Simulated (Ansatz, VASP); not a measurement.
# One calculation of PtSe2, two programs

POSCAR

```
PtSe2
1.0
    3.8405098799      0.0000000000      0.0000000000
   -1.9202549399      3.3259791195      0.0000000000
    0.0000000000      0.0000000000      5.4354712733
Pt Se
1 2
Direct
    0.0000000000      0.0000000000      0.0000000000
    0.3333333333      0.6666666667      0.2300607496
    0.6666666667      0.3333333333      0.7699392504
```

INCAR.step1

```
SYSTEM = PtSe2
ALGO = Normal
EDIFF = 1E-4
ENCUT = 520
GGA = PE
ISMEAR = -1
LASPH = .TRUE.
LCHARG = .FALSE.
LREAL = .FALSE.
LWAVE = .TRUE.
NBANDS = 18
NELM = 60
PREC = Accurate
SIGMA = 0.02
```

Contents of INCAR.step2:

```
SYSTEM = PtSe2
ALGO = Normal
EDIFF = 1E-7
ENCUT = 520
ISIF = 2
ISMEAR = -1
ISTART = 1
LASPH = .TRUE.
LCHARG = .FALSE.
LMIXTAU = .TRUE.
LREAL = .FALSE.
LWAVE = .FALSE.
METAGGA = R2SCAN
NBANDS = 18
NELM = 60
PREC = Accurate
SIGMA = 0.02
```

KPOINTS

```
k-points
0
G
  12 12 6
  0 0 0
```

Input for Ansatz:

```yaml
crystal:
  lattice:
    - [3.8405098799, 0.0, 0.0]
    - [-1.9202549399, 3.3259791195, 0.0]
    - [0.0, 0.0, 5.4354712733]
  atoms:
    - { symbol: Pt, position: [0.0, 0.0, 0.0] }
    - { symbol: Se, position: [0.3333333333, 0.6666666667, 0.2300607496] }
    - { symbol: Se, position: [0.6666666667, 0.3333333333, 0.7699392504] }
kpoints:
  mp_grid: { grid: [12, 12, 6] }
  band_path:
    path:
      - [0.0, 0.0, 0.0]
      - [0.5, 0.0, 0.0]
      - [0.3333333333, 0.3333333333, 0.0]
      - [0.0, 0.0, 0.5]
      - [0.5, 0.0, 0.5]
      - [0.3333333333, 0.3333333333, 0.5]
      - [0.0, 0.25, 0.3333333333]
      - [-0.072917, 0.036458, 0.0]
      - [0.0, 0.28125, 0.289062]
    npoints: 1
hamiltonian:
  xc: r2scan
scf:
  occupations: { method: fermi_dirac, width: 0.02 }
  n_extra_bands: 4
output:
  forces: true
  stress: true
  eigenvalues: true
```

Change from the starting cell: hydrostatic strain +3.0%.

Alike in both runs: task single point; functional r2SCAN; k mesh 12 × 12 × 6; occupations fermi-dirac, width 0.02 eV; no spin polarisation.

|  | VASP | Ansatz |
| --- | --- | --- |
| version | VASP 6.6.1 | Ansatz 0.2.0 |
| potentials or method | VASP PAW PBE potentials, release 64 (Pt, Se) | plane waves, PAW |
| plane-wave cutoff (eV) | 520 | 500 |
| valence electrons in the cell | 22 | 50 |

```tsv
	VASP	Ansatz	Ansatz less VASP
pressure (GPa)	-3.7	-3.7	-0.03
traceless stress, the component that is largest in VASP (GPa)	3.33	3.36	+0.032
rms of the force components (eV/Å)	0.009	0.012	+0.0031
```

VASP's potentials were made for PBE, not for r2SCAN. Atom by atom the forces differ by 0.003 eV/Å (rms over components). The functional is the same, so the differences come from potentials, cutoffs and numerics. VASP's potentials hold 22 valence electrons a cell and Ansatz's 50, so a difference there can come from the potentials and not from the codes.

Neither program's run includes spin-orbit coupling.
